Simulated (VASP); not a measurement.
# Nb5O (P6/mmm) in VASP: notebook

Runs on Nb5O. Level: PBE. Tasks: single point, relaxation of cell and atoms.

Program: VASP 6.6.1. These are calculated values, not measurements. Logs are shortened: lines on timing, memory, paths and dates and some standing lists are left out, and cuts for length are marked.

### Step 1. The cell of the first run

The structure is hexagonal, space group P6/mmm (No. 191). Conventional cell: a = 4.697 Å, b = 4.697 Å, c = 5.314 Å, α = 90.00°, β = 90.00°, γ = 120.00°. Nb (site symmetry 3m) has 8 Nb at 2.58 to 3.00 Å and 3 O at 3.04 Å within 3.4 Å. Nb (site symmetry 6/mmm) has 2 O at 2.66 Å and 12 Nb at 3.00 Å within 3.5 Å. Within 3.5 Å of O (site symmetry 6/mmm) lie 14 Nb at 2.66 to 3.04 Å.

The cell was generated, and may not be a known phase.

### Step 2. Single point, PBE

File INCAR:

```
ALGO     = Fast           # electronic algorithm
EDIFF    = 1E-6           # SCF threshold, eV
ENCUT    = 520            # plane-wave cutoff, eV
GGA      = PE             # functional
ISIF     = 2              # what is computed and relaxed
ISMEAR   = 0              # smearing method
LASPH    = T              # aspherical terms in the spheres
LCHARG   = T              # write CHGCAR
LELF     = T              # ELF
LREAL    = F              # projectors in reciprocal space
LVHAR    = T            
LWAVE    = F              # write WAVECAR
NBANDS   = 44             # bands
NELM     = 80             # most SCF steps
PREC     = Accurate       # precision mode
SIGMA    = 0.1            # smearing width, eV
```

File KPOINTS:

```
k-points
0
Gamma
  12 12 8
```

File POSCAR:

```
Nb5O
1.0
    4.6972350913      0.0000000000      0.0000000000
   -2.3486175457      4.0679249166      0.0000000000
    0.0000000000      0.0000000000      5.3137064402
Nb O
5 1
Direct
    0.3333333333      0.6666666667      0.2573844199
    0.3333333333      0.6666666667      0.7426155801
    0.6666666667      0.3333333333      0.7426155801
    0.6666666667      0.3333333333      0.2573844199
    0.0000000000      0.0000000000      0.5000000000
    0.0000000000      0.0000000000      0.0000000000
```

Potentials or basis: VASP PAW PBE potentials, release 64 (Nb_sv, O).

On the command line:

```console
$ cat potpaw_PBE.64/Nb_sv/POTCAR potpaw_PBE.64/O/POTCAR > POTCAR
$ mpirun -np 1 vasp_std > vasp.out
```

OUTCAR:

```text
EDIFF = 1E-6
   ENCUT = 520
   GGA = PE
   ISIF = 2
   ISMEAR = 0
   LASPH = T
   LREAL = F
   NELM = 80
   PREC = Accurate

 ion  position               nearest neighbor table
   1  0.333  0.667  0.257-   2 2.58   4 2.71   4 2.71   4 2.71   2 2.74   5 3.00   5 3.00   5 3.00

   2  0.333  0.667  0.743-   1 2.58   3 2.71   3 2.71   3 2.71   1 2.74   5 3.00   5 3.00   5 3.00

   3  0.667  0.333  0.743-   4 2.58   2 2.71   2 2.71   2 2.71   4 2.74   5 3.00   5 3.00   5 3.00

   4  0.667  0.333  0.257-   3 2.58   1 2.71   1 2.71   1 2.71   3 2.74   5 3.00   5 3.00   5 3.00

   5  0.000  0.000  0.500-   1 3.00   2 3.00   3 3.00   4 3.00   3 3.00   4 3.00   1 3.00   2 3.00
                             3 3.00   4 3.00   1 3.00   2 3.00
   6  0.000  0.000  0.000-

  LATTYP: Found a hexagonal cell.
 ALAT       =     4.6972350913
 C/A-ratio  =     1.1312413232

  Lattice vectors:

 A1 = (   4.6972350913,   0.0000000000,   0.0000000000)
 A2 = (  -2.3486175457,   4.0679249166,   0.0000000000)
 A3 = (   0.0000000000,   0.0000000000,   5.3137064402)

Analysis of symmetry for initial positions (statically):
=====================================================================
 Subroutine PRICEL returns:
 Original cell was already a primitive cell.

 Routine SETGRP: Setting up the symmetry group for a
 hexagonal supercell.

 Subroutine GETGRP returns: Found 24 space group operations
 (whereof 24 operations were pure point group operations)
 out of a pool of 24 trial point group operations.

The static configuration has the point symmetry D_6h.

Analysis of symmetry for dynamics (positions and initial velocities):
=====================================================================
 Subroutine PRICEL returns:
 Original cell was already a primitive cell.

 Routine SETGRP: Setting up the symmetry group for a
 hexagonal supercell.

 Subroutine GETGRP returns: Found 24 space group operations
 (whereof 24 operations were pure point group operations)
 out of a pool of 24 trial point group operations.

The dynamic configuration has the point symmetry D_6h.

 Subroutine INISYM returns: Found 24 space group operations
 (whereof 24 operations are pure point group operations),
 and found     1 'primitive' translations

[... 97 lines left out ...]
   LNONCOLLINEAR =      F non collinear calculations
   LSORBIT =      F    spin-orbit coupling
   LASPH  =      T    aspherical Exc in radial PAW
   ENCUT  =  520.0 eV  38.22 Ry    6.18 a.u.   8.73  8.73  9.88*2*pi/ulx,y,z
   NELM   =     80;   NELMIN=  2; NELMDL= -5     # of ELM steps
   EDIFF  = 0.1E-05   stopping-criterion for ELM
   LREAL  =      F    real-space projection
[... 7 lines left out ...]
   TEBEG  =    0.0;   TEEND  =   0.0 temperature during run
   PSTRESS=    0.0 pullay stress
   NELECT =      71.0000    total number of electrons
   NUPDOWN=      -1.0000    fix difference up-down
   EMIN   =  10.00;   EMAX   =-10.00  energy-range for DOS
   EFERMI =   0.00;   METHOD = LEGACY
   ISMEAR =     0;   SIGMA  =   0.10  broadening in eV -4-tet -1-fermi 0-gaus
   EFERMI_NEDOS =   21; number of points for ismear=-14 and -15
   IALGO  =     68    algorithm
   IMIX   =      4    mixing-type and parameters
     AMIX     =   0.40;   BMIX     =  1.00
     AMIX_MAG =   1.60;   BMIX_MAG =  1.00
  volume/ion in A,a.u.               =      16.92       114.20
  Fermi-wavevector in a.u.,A,eV,Ry     =   1.453082  2.745926 28.727971  2.111446
  Thomas-Fermi vector in A             =   2.570389
   LORBIT       =      0    0 simple, 1 ext, 2 COOP (PROOUT), +10 PAW based schemes
   GGA     = PE    functional components
   LHFCALC =     F    Hartree Fock is set to
   AEXX    =    0.0000 exact exchange contribution
   IVDW    =     0    specifies the selected vdW correction
   LEPSILON=     F    determine dielectric tensor
   LRPA    =     F    only Hartree local field effects (RPA)
 non-spin polarized calculation
 RMM-DIIS sequential band-by-band and
 Gauss-broadening in eV      SIGMA  =   0.10
  energy-cutoff  :      520.00
  volume of cell :      101.53
 maximum number of plane-waves:      2780
 NGX is ok and might be reduce to    36
   NGX = 17   NGY = 17   NGZ = 19

 number of electron      70.9999989 magnetization

 Free energy of the ion-electron system (eV)
  ---------------------------------------------------
  ext. energy  EPLUGINS =         0.00000000
  ---------------------------------------------------
  free energy    TOTEN  =       -53.60641740 eV

  energy without entropy =      -53.58003408  energy(sigma->0) =      -53.59322574

 E-fermi :  10.5035     XC(G=0): -12.1658

 val. band max:       10.4964476550   @ k =   0.2500   0.2500   0.3750
 cond. band min:      10.5059404533   @ k =   0.2500  -0.0000   0.5000
 fundamental gap:      0.0094927983
 Fermi energy:        10.5034769873

 k-point     1 :       0.0000    0.0000    0.0000
  band No.  band energies     occupation
      1     -44.5368      2.00000
      2     -44.2489      2.00000
      3     -44.0323      2.00000
      4     -43.9927      2.00000
      5     -43.7567      2.00000
      6     -21.1866      2.00000
[... 1117 lines left out ...]
     43      12.7046      0.00000
     44      13.5157      0.00000

 [... further k-points ...]

------------------------ aborting loop because EDIFF is reached ----------------------------------------

  FORCE on cell =-STRESS in cart. coord.  units (eV):
  Direction    XX          YY          ZZ          XY          YZ          ZX
  --------------------------------------------------------------------------------------
  -------------------------------------------------------------------------------------
  Total       -0.2568042     -0.2568042     -0.2926323      0.0000000      0.0000000      0.0000000
  in kB       -4.0522849     -4.0522849     -4.6176395      0.0000000      0.0000000      0.0000000
  external PRESSURE =      -4.2407364 kB  Pullay stress =       0.0000000 kB

 VOLUME and BASIS-vectors are now :
 -----------------------------------------------------------------------------
  energy-cutoff  :      520.00
  volume of cell :      101.53
      direct lattice vectors                 reciprocal lattice vectors
     4.697235091  0.000000000  0.000000000     0.212891197  0.122912790  0.000000000
    -2.348617546  4.067924917  0.000000000     0.000000000  0.245825580  0.000000000
     0.000000000  0.000000000  5.313706440     0.000000000  0.000000000  0.188192557

 POSITION                                       TOTAL-FORCE (eV/Angst)
 -----------------------------------------------------------------------------------
     -0.00000      2.71195      1.36767        -0.000000     -0.000000      0.012701
     -0.00000      2.71195      3.94604         0.000000     -0.000000     -0.012701
      2.34862      1.35597      3.94604         0.000000      0.000000     -0.012701
      2.34862      1.35597      1.36767        -0.000000      0.000000      0.012701
      0.00000      0.00000      2.65685         0.000000     -0.000000      0.000000
      0.00000      0.00000      0.00000         0.000000     -0.000000      0.000000
 -----------------------------------------------------------------------------------
    total drift:                               -0.000000      0.000000     -0.000000

  FREE ENERGIE OF THE ION-ELECTRON SYSTEM (eV)
  ---------------------------------------------------
  free  energy   TOTEN  =       -53.6064173967 eV

  energy  without entropy=      -53.5800340793  energy(sigma->0) =      -53.59322574
```

stdout:

```text
POSCAR found type information on POSCAR NbO
 POSCAR found :  2 types and       6 ions
 scaLAPACK will be used
 LDA part: xc-table for (Slater+PW92), standard interpolation
 POSCAR, INCAR and KPOINTS ok, starting setup
 FFT: planning ... GRIDC
 FFT: planning ... GRID_SOFT
 FFT: planning ... GRID
 WAVECAR not read
 entering main loop
WARNING in EDDRMM: call to ZHEGV failed, returncode =   6  3     30
WARNING in EDDRMM: call to ZHEGV failed, returncode =   8  4     21
WARNING in EDDRMM: call to ZHEGV failed, returncode =   6  3     21
WARNING in EDDRMM: call to ZHEGV failed, returncode =   6  3     24
WARNING in EDDRMM: call to ZHEGV failed, returncode =   6  3     28
WARNING in EDDRMM: call to ZHEGV failed, returncode =   6  3     28
WARNING in EDDRMM: call to ZHEGV failed, returncode =   6  3     28
WARNING in EDDRMM: call to ZHEGV failed, returncode =   6  3     21
WARNING in EDDRMM: call to ZHEGV failed, returncode =   6  3     24
WARNING in EDDRMM: call to ZHEGV failed, returncode =   8  4     27
[... 43 lines left out ...]
WARNING in EDDRMM: call to ZHEGV failed, returncode =   8  4     19
WARNING in EDDRMM: call to ZHEGV failed, returncode =   8  4     11
WARNING in EDDRMM: call to ZHEGV failed, returncode =   6  3     36
WARNING in EDDRMM: call to ZHEGV failed, returncode =   8  4     20
WARNING in EDDRMM: call to ZHEGV failed, returncode =   6  3     38
WARNING in EDDRMM: call to ZHEGV failed, returncode =   6  3     38
WARNING in EDDRMM: call to ZHEGV failed, returncode =   6  3     41
WARNING in EDDRMM: call to ZHEGV failed, returncode =   8  4     11
WARNING in EDDRMM: call to ZHEGV failed, returncode =   6  3     29
WARNING in EDDRMM: call to ZHEGV failed, returncode =   6  3     35
```

Wall time 23 min (1 thread of Oxide Virtual Turin-like, shared host); peak memory 0.4 GiB.

What came out:

```
Free energy            : -53.6064 eV
Pressure               : -0.4 GPa
Largest force          : 0.013 eV/Å
Band gap on the k mesh : zero (an odd number of electrons rules out a gap without spin polarisation)
```

Forces in eV/Å, atoms in the order of the input:
```
Nb   0.000  0.000  0.013
Nb   0.000  0.000 -0.013
Nb   0.000  0.000 -0.013
Nb   0.000  0.000  0.013
Nb   0.000  0.000  0.000
O    0.000  0.000  0.000
```

(Continued in part 2 of 2.)

The gap in the log of VASP goes by the Fermi energy; the results here count the filled bands.